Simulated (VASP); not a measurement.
# AgB2 (P6/mmm) in VASP: a series of runs

The runs below take AgB2 through single point, with PBEsol.

Everything below comes from runs of VASP 6.6.1. Logs are shortened: lines on timing, memory, paths and dates and some standing lists are left out, and cuts for length are marked.

**1. The cell of the first run**

The structure is hexagonal, space group P6/mmm (No. 191). The conventional cell has a = 2.939 Å, b = 2.939 Å, c = 3.174 Å, α = 90.00°, β = 90.00°, γ = 120.00°. Ag (site symmetry 6/mmm) has 12 B at 2.32 Å and 8 Ag at 2.94 to 3.17 Å within 3.2 Å. B (site symmetry -6m2) has 3 B at 1.70 Å and 6 Ag at 2.32 Å within 2.4 Å.

**2. Single point, PBEsol (7.91 Å³/atom)**

Input file INCAR:

```
SYSTEM = AgB2
  PREC = Accurate
  ENCUT = 520
  EDIFF = 1E-7
  ISMEAR = -1
  SIGMA = 0.05
  LREAL = .False.
  LASPH = .True.
  NELM = 80
  ALGO = Normal
  ISIF = 2
  LWAVE = .False.
  LCHARG = .False.
  GGA = PS
  NBANDS = 16
```

Input file KPOINTS:

```
regular mesh
0
Gamma
  16 16 13
  0 0 0
```

Input file POSCAR:

```
AgB2
1.0
    2.9387599332      0.0000000000      0.0000000000
   -1.4693799666      2.5450407578      0.0000000000
    0.0000000000      0.0000000000      3.1738589922
Ag B
1 2
Direct
    0.0000000000      0.0000000000      0.0000000000
    0.3333333333      0.6666666667      0.5000000000
    0.6666666667      0.3333333333      0.5000000000
```

Potentials or basis: VASP PAW PBE potentials, release 64 (Ag, B).

On the command line:

```sh
cat potpaw_PBE.64/Ag/POTCAR potpaw_PBE.64/B/POTCAR > POTCAR
mpirun -np 1 vasp_std > vasp.out
```

OUTCAR:

```text
SYSTEM = AgB2
   PREC = Accurate
   ENCUT = 520
   EDIFF = 1E-7
   ISMEAR = -1
   LREAL = .False.
   LASPH = .True.
   NELM = 80
   ISIF = 2
   GGA = PS

 ion  position               nearest neighbor table
   1  0.000  0.000  0.000-   2 2.32   3 2.32   2 2.32   3 2.32   3 2.32   3 2.32   2 2.32   2 2.32
                             3 2.32   3 2.32   2 2.32   2 2.32
   2  0.333  0.667  0.500-   3 1.70   3 1.70   3 1.70   1 2.32   1 2.32   1 2.32   1 2.32   1 2.32
                             1 2.32
   3  0.667  0.333  0.500-   2 1.70   2 1.70   2 1.70   1 2.32   1 2.32   1 2.32   1 2.32   1 2.32
                             1 2.32

  LATTYP: Found a hexagonal cell.
 ALAT       =     2.9387599332
 C/A-ratio  =     1.0799994094

  Lattice vectors:

 A1 = (   2.9387599332,   0.0000000000,   0.0000000000)
 A2 = (  -1.4693799666,   2.5450407578,   0.0000000000)
 A3 = (   0.0000000000,   0.0000000000,   3.1738589922)

Analysis of symmetry for initial positions (statically):
=====================================================================
 Subroutine PRICEL returns:
 Original cell was already a primitive cell.

 Routine SETGRP: Setting up the symmetry group for a
 hexagonal supercell.

 Subroutine GETGRP returns: Found 24 space group operations
 (whereof 24 operations were pure point group operations)
 out of a pool of 24 trial point group operations.

The static configuration has the point symmetry D_6h.

Analysis of symmetry for dynamics (positions and initial velocities):
=====================================================================
 Subroutine PRICEL returns:
 Original cell was already a primitive cell.

 Routine SETGRP: Setting up the symmetry group for a
 hexagonal supercell.

 Subroutine GETGRP returns: Found 24 space group operations
 (whereof 24 operations were pure point group operations)
 out of a pool of 24 trial point group operations.

The dynamic configuration has the point symmetry D_6h.

 Subroutine INISYM returns: Found 24 space group operations
 (whereof 24 operations are pure point group operations),
 and found     1 'primitive' translations

----------------------------------------------------------------------------------------

                                     Primitive cell

  volume of cell :      23.7381

  direct lattice vectors                    reciprocal lattice vectors
     2.938759933  0.000000000  0.000000000     0.340279581  0.196460508  0.000000000
    -1.469379967  2.545040758  0.000000000     0.000000000  0.392921016  0.000000000
     0.000000000  0.000000000  3.173858992     0.000000000  0.000000000  0.315073859

  length of vectors
     2.938759933  2.938759933  3.173858992     0.392921016  0.392921016  0.315073859

  position of ions in fractional coordinates (direct lattice)
     0.000000000  0.000000000  0.000000000
     0.333333333  0.666666667  0.500000000
     0.666666667  0.333333333  0.500000000

  ion indices of the primitive-cell ions
   primitive index   ion index
                 1           1
                 2           2
                 3           3

----------------------------------------------------------------------------------------

 KPOINTS: regular mesh

Automatic generation of k-mesh.
 Grid dimensions read from file:
 generate k-points for:   16   16   13

 Generating k-lattice:

  Cartesian coordinates                     Fractional coordinates (reciprocal lattice)
     0.021267474  0.012278782  0.000000000     0.062500000 -0.000000000  0.000000000
     0.000000000  0.024557563  0.000000000     0.000000000  0.062500000  0.000000000
     0.000000000  0.000000000  0.024236451     0.000000000  0.000000000  0.076923077

  Length of vectors
     0.024557563  0.024557563  0.024236451

  Shift w.r.t. Gamma in fractional coordinates (k-lattice)
     0.000000000  0.000000000  0.000000000

 Subroutine IBZKPT returns following result:
 ===========================================

 Found    210 irreducible k-points:

 Following reciprocal coordinates:
            Coordinates               Weight
  0.000000  0.000000  0.000000      1.000000
  0.062500  0.000000  0.000000      6.000000
  0.125000  0.000000  0.000000      6.000000
  0.187500 -0.000000  0.000000      6.000000
  0.250000  0.000000  0.000000      6.000000
  0.312500 -0.000000  0.000000      6.000000
[... 16 lines left out ...]
  0.187500  0.187500  0.000000      6.000000
  0.250000  0.187500  0.000000     12.000000
 [... further k-points ...]
   k-points           NKPTS =    210   k-points in BZ     NKDIM =    210   number of bands    NBANDS=     16
   number of dos      NEDOS =    301   number of ions     NIONS =      3
   total plane-waves  NPLWV =  13824
   dimension x,y,z NGX =    24 NGY =   24 NGZ =   24
   dimension x,y,z NGXF=    48 NGYF=   48 NGZF=   48
   ions per type =               1   2
   NGX,Y,Z   is equivalent  to a cutoff of  13.58, 13.58, 12.57 a.u.
   NGXF,Y,Z  is equivalent  to a cutoff of  27.15, 27.15, 25.14 a.u.
 SYSTEM =  AgB2
   PREC   = accura    normal or accurate (medium, high low for compatibility)
   ISTART =      0    job   : 0-new  1-cont  2-samecut
   ICHARG =      2    charge: 1-file 2-atom 10-const
   ISPIN  =      1    spin polarized calculation?
   LNONCOLLINEAR =      F non collinear calculations
   LSORBIT =      F    spin-orbit coupling
   LASPH  =      T    aspherical Exc in radial PAW
   ENCUT  =  520.0 eV  38.22 Ry    6.18 a.u.   5.46  5.46  5.90*2*pi/ulx,y,z
   NELM   =     80;   NELMIN=  2; NELMDL= -5     # of ELM steps
   EDIFF  = 0.1E-06   stopping-criterion for ELM
   LREAL  =      F    real-space projection
   EDIFFG = 0.1E-05   stopping-criterion for IOM
   NSW    =      0    number of steps for IOM
   IBRION =     -1    ionic relax: 0-MD 1-quasi-New 2-CG
   NFREE  =      0    steps in history (QN), initial steepest desc. (CG)
   ISIF   =      2    stress and relaxation
   ISYM   =      2    0-nonsym 1-usesym 2-fastsym
   POTIM  = 0.5000    time-step for ionic-motion
   TEBEG  =    0.0;   TEEND  =   0.0 temperature during run
   PSTRESS=    0.0 pullay stress
   NELECT =      17.0000    total number of electrons
   NUPDOWN=      -1.0000    fix difference up-down
   EMIN   =  10.00;   EMAX   =-10.00  energy-range for DOS
   EFERMI =   0.00;   METHOD = LEGACY
   ISMEAR =    -1;   SIGMA  =   0.05  broadening in eV -4-tet -1-fermi 0-gaus
   EFERMI_NEDOS =   21; number of points for ismear=-14 and -15
   IALGO  =     38    algorithm
   IMIX   =      4    mixing-type and parameters
     AMIX     =   0.40;   BMIX     =  1.00
     AMIX_MAG =   1.60;   BMIX_MAG =  1.00
  volume/ion in A,a.u.               =       7.91        53.40
  Fermi-wavevector in a.u.,A,eV,Ry     =   1.464679  2.767841 29.188349  2.145283
  Thomas-Fermi vector in A             =   2.580626
   LORBIT       =      0    0 simple, 1 ext, 2 COOP (PROOUT), +10 PAW based schemes
   GGA     = PS    functional components
   LHFCALC =     F    Hartree Fock is set to
   AEXX    =    0.0000 exact exchange contribution
   IVDW    =     0    specifies the selected vdW correction
   LEPSILON=     F    determine dielectric tensor
   LRPA    =     F    only Hartree local field effects (RPA)
 non-spin polarized calculation
  energy-cutoff  :      520.00
  volume of cell :       23.74
 maximum number of plane-waves:       660
 NGX is ok and might be reduce to    24
   NGX = 11   NGY = 11   NGZ = 11

 number of electron      17.0000005 magnetization

 Free energy of the ion-electron system (eV)
  ---------------------------------------------------
  ext. energy  EPLUGINS =         0.00000000
  ---------------------------------------------------
  free energy    TOTEN  =       -14.25419291 eV

  energy without entropy =      -14.24273792  energy(sigma->0) =      -14.24846541

 E-fermi :  11.6530     XC(G=0): -13.7606

 val. band max:       11.6431120692   @ k =   0.4375  -0.0000   0.3846
 cond. band min:      11.6570996431   @ k =   0.1875  -0.0000   0.4615
 fundamental gap:      0.0139875739
 Fermi energy:        11.6529971081

 k-point     1 :       0.0000    0.0000    0.0000
  band No.  band energies     occupation
      1      -3.4243      2.00000
      2       3.9178      2.00000
      3       4.5395      2.00000
      4       4.5395      2.00000
      5       6.2801      2.00000
      6       6.2801      2.00000
[... 8 lines left out ...]
     15      29.0942      0.00000
     16      30.8890      0.00000

 k-point     2 :       0.0625    0.0000    0.0000
  band No.  band energies     occupation
      1      -3.3446      2.00000
      2       3.9562      2.00000
      3       4.4683      2.00000
      4       4.5959      2.00000
      5       6.0009      2.00000
      6       6.2667      2.00000
[... 8 lines left out ...]
     15      29.2671      0.00000
     16      30.9666      0.00000

 k-point     3 :       0.1250    0.0000    0.0000
  band No.  band energies     occupation
      1      -3.1081      2.00000
      2       4.0575      2.00000
      3       4.2688      2.00000
      4       4.7618      2.00000
      5       5.4844      2.00000
      6       6.2290      2.00000
[... 8 lines left out ...]
     15      29.7257      0.00000
     16      31.1892      0.00000

 k-point     4 :       0.1875   -0.0000    0.0000
  band No.  band energies     occupation
      1      -2.7221      2.00000
      2       3.9519      2.00000
      3       4.2015      2.00000
      4       4.9808      2.00000
      5       5.0275      2.00000
      6       6.1730      2.00000
[... 8 lines left out ...]
     15      30.1369      0.00000
     16      31.5267      0.00000

 k-point     5 :       0.2500    0.0000    0.0000
  band No.  band energies     occupation
      1      -2.1993      2.00000
      2       3.5707      2.00000
      3       4.2939      2.00000
      4       4.5524      2.00000
      5       5.3774      2.00000
      6       6.1079      2.00000
[... 8 lines left out ...]
     15      29.7899      0.00000
     16      31.0681      0.00000

 k-point     6 :       0.3125   -0.0000    0.0000
  band No.  band energies     occupation
      1      -1.5581      2.00000
      2       3.1118      2.00000
      3       4.2161      2.00000
      4       4.2733      2.00000
      5       5.7899      2.00000
      6       6.0436      2.00000
[... 8 lines left out ...]
     15      29.3888      0.00000
     16      29.6507      0.00000
[... 267 lines left out ...]
 k-point    21 :       0.3750    0.1250    0.0000
  band No.  band energies     occupation
      1       0.1564      2.00000
      2       1.9880      2.00000
      3       3.8190      2.00000
      4       3.9469      2.00000
      5       5.6657      2.00000
      6       6.6244      2.00000
[... 8 lines left out ...]
     15      26.7513      0.00000
     16      27.6772      0.00000

 k-point    22 :       0.4375    0.1250    0.0000
  band No.  band energies     occupation
      1       0.6745      2.00000
      2       1.5193      2.00000
      3       3.7376      2.00000
      4       3.9123      2.00000
      5       5.6397      2.00000
      6       6.8648      2.00000
[... 8 lines left out ...]
     15      27.1767      0.00000
     16      27.8499      0.00000

 k-point    23 :       0.1875    0.1875    0.0000
  band No.  band energies     occupation
      1      -1.4054      2.00000
      2       3.1764      2.00000
      3       4.2584      2.00000
      4       4.2929      2.00000
      5       5.7375      2.00000
      6       5.7896      2.00000
[... 8 lines left out ...]
     15      27.7406      0.00000
     16      28.3012      0.00000

 k-point    24 :       0.2500    0.1875    0.0000
  band No.  band energies     occupation
      1      -0.7246      2.00000
      2       2.8328      2.00000
      3       4.0178      2.00000
      4       4.1654      2.00000
      5       5.5998      2.00000
      6       6.0609      2.00000
[... 8 lines left out ...]
     15      26.3766      0.00000
     16      27.6687      0.00000

 [... further k-points ...]

------------------------ aborting loop because EDIFF is reached ----------------------------------------

  FORCE on cell =-STRESS in cart. coord.  units (eV):
  Direction    XX          YY          ZZ          XY          YZ          ZX
  --------------------------------------------------------------------------------------
  -------------------------------------------------------------------------------------
  Total        9.1776043      9.1776043     13.8227210      0.0000000      0.0000000      0.0000000
  in kB      619.4317056    619.4317056    932.9484451      0.0000000      0.0000000      0.0000000
  external PRESSURE =     723.9372854 kB  Pullay stress =       0.0000000 kB

 VOLUME and BASIS-vectors are now :
 -----------------------------------------------------------------------------
  energy-cutoff  :      520.00
  volume of cell :       23.74
      direct lattice vectors                 reciprocal lattice vectors
     2.938759933  0.000000000  0.000000000     0.340279581  0.196460508  0.000000000
    -1.469379967  2.545040758  0.000000000     0.000000000  0.392921016  0.000000000
     0.000000000  0.000000000  3.173858992     0.000000000  0.000000000  0.315073859

 POSITION                                       TOTAL-FORCE (eV/Angst)
 -----------------------------------------------------------------------------------
      0.00000      0.00000      0.00000         0.000000      0.000000      0.000000
     -0.00000      1.69669      1.58693         0.000000     -0.000000     -0.000000
      1.46938      0.84835      1.58693        -0.000000     -0.000000      0.000000
 -----------------------------------------------------------------------------------
    total drift:                               -0.000000      0.000000      0.000000

  FREE ENERGIE OF THE ION-ELECTRON SYSTEM (eV)
  ---------------------------------------------------
  free  energy   TOTEN  =       -14.2541929074 eV

  energy  without entropy=      -14.2427379207  energy(sigma->0) =      -14.24846541
```

It took 2.3 min on 1 thread of AMD EPYC 7R13, shared host; peak memory 0.17 GiB.

Results:

```
Free energy            : -14.2542 eV
Pressure               : 72.4 GPa
Band gap on the k mesh : zero (an odd number of electrons rules out a gap without spin polarisation)
```

Caveat: the stress differs along the axes, from 62 to 93 GPa; the PAW data sets were made with another functional, which shifts forces and pressure a little.

[end of part 1 of 2]
